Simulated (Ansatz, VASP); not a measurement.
Two plane-wave programs on B

INCAR

```
PREC = Accurate ; ENCUT = 520
EDIFF = 1E-6 ; ISMEAR = -1
SIGMA = 0.01 ; LREAL = F
LASPH = T ; NELM = 150
ALGO = Normal ; ISIF = 2
LWAVE = F ; LCHARG = F
ISPIN = 2 ; MAGMOM = 1
LORBIT = 11 ; ISYM = 0
NBANDS = 12
```

KPOINTS

```
Automatic mesh
0
Gamma
  1 1 1
```

Contents of POSCAR:

```
B
1.0
   14.0000000000      0.0000000000      0.0000000000
    0.0000000000     14.4000000000      0.0000000000
    0.0000000000      0.0000000000     14.8000000000
B
1
Direct
    0.5000000000      0.5000000000      0.5000000000
```

Input for Ansatz:

```yaml
crystal:
  lattice:
    - [14.0, 0.0, 0.0]
    - [0.0, 14.4, 0.0]
    - [0.0, 0.0, 14.8]
  atoms:
    - { symbol: B, position: [0.5, 0.5, 0.5], spin: 1.0 }
  symmetry: { detect: false, time_reversal: true }
hamiltonian:
  xc: lda
  pseudopotentials:
    kind: paw
    azcp:
      B: "pseudopotentials/B.paw.azcp"
basis:
  ecutwfc: 420
  fft_grid_basis: typed
kpoints:
  mp_grid: { grid: [1, 1, 1], shift: [0, 0, 0] }
magnetization:
  spin_polarized: true
scf:
  occupations: { method: fermi_dirac, width: 0.01 }
```

Alike in both runs: task single point; functional LDA; k mesh 1 × 1 × 1; occupations fermi-dirac, width 0.01 eV; collinear spin.

```csv
,VASP,Ansatz
version,VASP 6.6.1,Ansatz 0.2.0
potentials or method,"VASP PAW LDA potentials, release 64 (B), cutoff 520 eV","plane waves (420 eV) with PAW, scalar-relativistic"
valence electrons in the cell,3,3
```

Ansatz gave:

```
net moment per atom (μB)                                      : 1.00
size of the moment on the site where the two differ most (μB) : 1.00
```

**Question.** What did VASP give for the same quantities?

**Answer.** net moment per atom (μB): 1.00; size of the moment on the site where the two differ most (μB): 0.42.

Ansatz warns that its potentials were made for another functional, while VASP's fit it. LDA's correlation is that of Perdew and Zunger in VASP and of Perdew and Wang (1992) in Ansatz. Site moments also hang on the region over which each program counts them.
